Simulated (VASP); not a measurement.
Input of a VASP 6.6.1 run:

Contents of INCAR:

```
SYSTEM = K3Os
PREC = Accurate ; ENCUT = 520
EDIFF = 1E-6 ; ISMEAR = 0
SIGMA = 0.1 ; LREAL = .FALSE.
LASPH = .TRUE. ; NELM = 150
ALGO = Fast ; ISIF = 2
LWAVE = .FALSE. ; LCHARG = .FALSE.
LMAXMIX = 4 ; LDAU = .TRUE.
LDAUTYPE = 2 ; LDAUL = -1 2
LDAUU = 0 3 ; LDAUJ = 0 0
LDAUPRINT = 1 ; GGA = PE
NBANDS = 26
```

The input KPOINTS:

```
regular mesh
0
G
  10 10 10
  0 0 0
```

The input POSCAR:

```
K3Os
1.0
    5.2061071862      0.0000000000      0.0000000000
    0.0000000000      5.2061071862      0.0000000000
    0.0000000000      0.0000000000      5.2061071862
K Os
3 1
Direct
    0.0000000000      0.5000000000      0.5000000000
    0.5000000000      0.0000000000      0.5000000000
    0.5000000000      0.5000000000      0.0000000000
    0.0000000000      0.0000000000      0.0000000000
```

Potentials or basis: VASP PAW PBE potentials, release 64 (K_sv, Os).

Command:

```console
$ cat potpaw_PBE.64/K_sv/POTCAR potpaw_PBE.64/Os/POTCAR > POTCAR
$ mpirun -np 1 vasp_std > vasp.out
```

Problem. Estimate the band gap on the k mesh.

Solution. Zero (an odd number of electrons rules out a gap without spin polarisation).

Problem. What does it give for the pressure?

Solution. 0.4 GPa.

Eigenvalues of the final occupation matrices:
| site | spin | trace | eigenvalues |
| --- | --- | --- | --- |
| site 4 d | 1 | 3.17 | 0.32 0.32 0.84 0.84 0.84 |
| site 4 d | 2 | 3.17 | 0.32 0.32 0.84 0.84 0.84 |

Caveat: spin-orbit coupling is left out, which moves the levels of the heavy elements; U without spin polarisation on a metal has little footing; the U is typed as a test and isn't derived for this compound.
